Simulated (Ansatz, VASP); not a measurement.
**Two plane-wave programs on Si**

```xyz
2
Lattice="0.0000 2.7167 2.7167 2.7167 0.0000 2.7167 2.7167 2.7167 0.0000" Properties=species:S:1:pos:R:3 pbc="T T T"
Si    2.7167    2.7167    2.7167
Si    4.0751    4.0751    4.0751
```

Alike in both runs: functional PBEsol; k mesh 12 × 12 × 12; occupations gaussian, width 0.02 eV; no spin polarisation.

Ansatz relaxed the structure, and its values are those at the end. VASP's run is a single point on that final structure, the one shown.

|  | VASP | Ansatz |
| --- | --- | --- |
| version | VASP 6.6.1 | Ansatz 0.2.0 |
| potentials or method | VASP PAW PBE potentials, release 64 (Si), cutoff 500 eV | scalar-relativistic, plane waves, PAW |
| valence electrons in the cell | 8 | 8 |

Ansatz gave:

| Item | Value |
| --- | --- |
| gap on the k mesh at the Fermi level (eV) | 0.47 |
| least direct gap on the mesh (eV) | 2.52 |
| pressure (GPa) | 0.0 |

Q: Estimate VASP's values.

A: gap on the k mesh at the Fermi level (eV): 0.46; least direct gap on the mesh (eV): 2.52; pressure (GPa): 0.1.

VASP's potentials were made for PBE, not for PBEsol, and Ansatz warns of the same on its side.
